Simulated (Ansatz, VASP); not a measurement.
**Ni in VASP and in Ansatz**

```
Ni
1.0
     0.00000    1.76194    1.76194
     1.76194    0.00000    1.76194
     1.76194    1.76194    0.00000
Ni
1
Cartesian
  0.0000 0.0000 0.0000
```

Alike in both runs: task relaxation of cell and atoms; functional RPBE; k mesh 15 × 15 × 15; occupations fermi-dirac, width 0.05 eV; collinear spin.

|  | VASP | Ansatz |
| --- | --- | --- |
| version | VASP 6.6.1 | Ansatz 0.2.0 |
| potentials or method | VASP PAW PBE potentials, release 64 (Ni), cutoff 600 eV | plane waves (420 eV) with PAW, scalar-relativistic |
| valence electrons in the cell | 10 | 18 |

VASP gave:

- net moment per atom (μB): 0.65
- size of the moment on the site where the two differ most (μB): 0.67
- relaxed volume (Å³/atom): 11.22
- relaxed cell length with the largest relative difference (Å): 2.513

Which values does Ansatz return?

net moment per atom (μB): 0.66; size of the moment on the site where the two differ most (μB): 0.71; relaxed volume (Å³/atom): 11.22; relaxed cell length with the largest relative difference (Å): 2.513.

VASP's potentials were made for PBE, not for RPBE. Site moments also hang on the region over which each program counts them. VASP's potentials hold 10 valence electrons a cell and Ansatz's 18, so a difference there can come from the potentials and not from the codes.
